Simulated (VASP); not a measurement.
The system is Te.

```xyz
4
Lattice="3.4421 0.0000 0.0000 -1.7210 2.9809 0.0000 0.0000 0.0000 11.2418" Properties=species:S:1:pos:R:3 pbc="T T T"
Te    0.0000    0.0000    0.0000
Te    0.0000    0.0000    5.6209
Te    0.0000    1.9873    2.8104
Te    1.7210    0.9936    8.4313
```

```yaml
Program: VASP 6.6.1
Task: relaxation of cell and atoms
Functional: RPBE
Potentials_or_basis: VASP PAW PBE potentials, release 64 (Te)
Cutoff: 600 eV
k_mesh: 11 × 11 × 3
Occupations: fermi-dirac, width 0.1 eV
Spin: no spin polarisation
```

At the start: pressure 0.3 GPa; volume 28.84 Å³/atom.

Task: How do energy, volume and symmetry change on relaxing?

Result: Over 16 steps the energy falls by 286.0 meV/atom and the volume is 33.44 Å³/atom (+16.0 %); space group P6_3/mmc (No. 194, to 0.05 Å).

The path:
| step | energy change (eV) | largest force (eV/Å) | pressure (GPa) | volume (Å³) |
| --- | --- | --- | --- | --- |
| 1 | 0.0000 | 0.0000 | 0.27 | 115.35 |
| 2 | -0.0183 | 0.0000 | -0.13 | 116.16 |
| 3 | -0.0879 | 0.0000 | -0.84 | 118.48 |
| 4 | -0.4132 | 0.0000 | -1.43 | 122.55 |
| 5 | -1.0505 | 0.0000 | -0.10 | 128.08 |
| 6 | -0.4848 | 0.0000 | 5.12 | 126.20 |
| 7 | -0.8324 | 0.0000 | 3.49 | 128.79 |
| 8 | -1.1163 | 0.0000 | 1.72 | 129.57 |
| 9 | -1.1300 | 0.0000 | 0.77 | 132.81 |
| 10 | -1.1304 | 0.0000 | 0.54 | 133.67 |
| 11 | -1.1345 | 0.0000 | 0.45 | 133.67 |
| 12 | -1.1424 | 0.0000 | 0.21 | 133.64 |
| 13 | -1.1382 | 0.0000 | -0.26 | 133.45 |
| 14 | -1.1439 | 0.0000 | 0.05 | 133.60 |
| 15 | -1.1439 | 0.0000 | 0.06 | 133.60 |
| 16 | -1.1439 | 0.0000 | 0.02 | 133.75 |

Final structure:
```yaml
crystal:
  lattice:
    - [4.31287, 0.00000, 0.00000]
    - [-2.15643, 3.73505, 0.00000]
    - [0.00000, 0.00000, 8.30266]
  atoms:
    - { symbol: Te, position: [0.00000, 0.00000, 0.00000] }
    - { symbol: Te, position: [0.00000, 0.00000, 0.50000] }
    - { symbol: Te, position: [0.33333, 0.66667, 0.25000] }
    - { symbol: Te, position: [0.66667, 0.33333, 0.75000] }
```

Caveat: the volume moved by over 15 % at a fixed basis, so the end points are rough; the PAW data sets were made with another functional, which shifts forces and pressure a little.
